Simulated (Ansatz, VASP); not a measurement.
**Hf2Tl3Ag: VASP beside Ansatz**

```xyz
6
Lattice="4.0271 0.0000 0.0000 0.0000 4.0271 0.0000 0.0000 0.0000 8.8259" Properties=species:S:1:pos:R:3 pbc="T T T"
Tl    2.0135    2.0135    0.0000
Tl    0.0000    2.0135    3.3715
Tl    2.0135    0.0000    5.4544
Ag    0.0000    0.0000    0.0000
Hf    0.0000    2.0135    6.4782
Hf    2.0135    0.0000    2.3477
```

Alike in both runs: task single point; functional PBE; k mesh 5 × 5 × 2; occupations tetrahedron; no spin polarisation.

|  | VASP | Ansatz |
| --- | --- | --- |
| version | VASP 6.6.1 | Ansatz 0.2.0 |
| potentials or method | VASP PAW PBE potentials, release 64 (Tl_d, Ag, Hf_pv), cutoff 520 eV | PAW plane waves |
| valence electrons in the cell | 70 | 110 |

```tsv
	VASP	Ansatz	Ansatz less VASP
gap on the k mesh at the Fermi level (eV)	none	none	-
pressure (GPa)	1.6	1.9	+0.37
rms of the force components (eV/Å)	0.056	0.083	+0.0268
```

A gap of «none» marks a metal or a gap that the smearing closes. VASP's potentials hold 70 valence electrons a cell and Ansatz's 110, so a difference there can come from the potentials and not from the codes. Ansatz's warnings: band table not solved further, tetrahedron derivatives may miss energy slope.

Spin-orbit coupling is off throughout.
